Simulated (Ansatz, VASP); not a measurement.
**PbSe: VASP beside Ansatz**

File POSCAR:

```
PbSe
1.0
    0.0000000000      3.4903428326      3.4903428326
    3.4903428326      0.0000000000      3.4903428326
    3.4903428326      3.4903428326      0.0000000000
Pb Se
1 1
Direct
    0.0000000000      0.0000000000      0.0000000000
    0.2500000000      0.2500000000      0.2500000000
```

Contents of INCAR.step1:

```
PREC = Accurate
ENCUT = 520
ISMEAR = 0
SIGMA = 0.01
LREAL = False
LASPH = True
NELM = 60
NBANDS = 17
GGA = PE
ALGO = Normal
EDIFF = 1E-4
LWAVE = True
LCHARG = False
```

File INCAR.step2:

```
PREC = Accurate
ENCUT = 520
EDIFF = 1E-6
ISMEAR = 0
SIGMA = 0.01
LREAL = False
LASPH = True
NELM = 60
ALGO = Normal
ISIF = 2
LWAVE = False
LCHARG = True
METAGGA = R2SCAN
LMIXTAU = True
LELF = True
LVHAR = True
NBANDS = 17
ISTART = 1
```

KPOINTS

```
regular mesh
0
Gamma
  6 6 6
```

Input for Ansatz:

```yaml
crystal:
  lattice:
    - [0.0, 3.4903428326, 3.4903428326]
    - [3.4903428326, 0.0, 3.4903428326]
    - [3.4903428326, 3.4903428326, 0.0]
  atoms:
    - { symbol: Pb, position: [0.0, 0.0, 0.0] }
    - { symbol: Se, position: [0.25, 0.25, 0.25] }
kpoints:
  mp_grid: { grid: [6, 6, 6] }
hamiltonian:
  xc: r2scan
scf:
  occupations: { method: fixed }
  n_extra_bands: 4
output:
  forces: true
  stress: true
  eigenvalues: true
```

Alike in both runs: task single point; functional r2SCAN; k mesh 6 × 6 × 6; no spin polarisation.

|  | VASP | Ansatz |
| --- | --- | --- |
| version | VASP 6.6.1 | Ansatz 0.2.0 |
| potentials or method | VASP PAW PBE potentials, release 64 (Pb_d, Se) | plane waves, PAW |
| plane-wave cutoff (eV) | 520 | 500 |
| occupations | gaussian, width 0.01 eV | fixed |
| valence electrons in the cell | 20 | 30 |

```tsv
	VASP	Ansatz	Ansatz less VASP
gap on the k mesh at the Fermi level (eV)	1.05	1.05	+0.001
pressure (GPa)	-1.7	-1.7	0.00
```

VASP's potentials were made for PBE, not for r2SCAN. VASP's potentials hold 20 valence electrons a cell and Ansatz's 30, so a difference there can come from the potentials and not from the codes.

Spin-orbit coupling is off throughout.
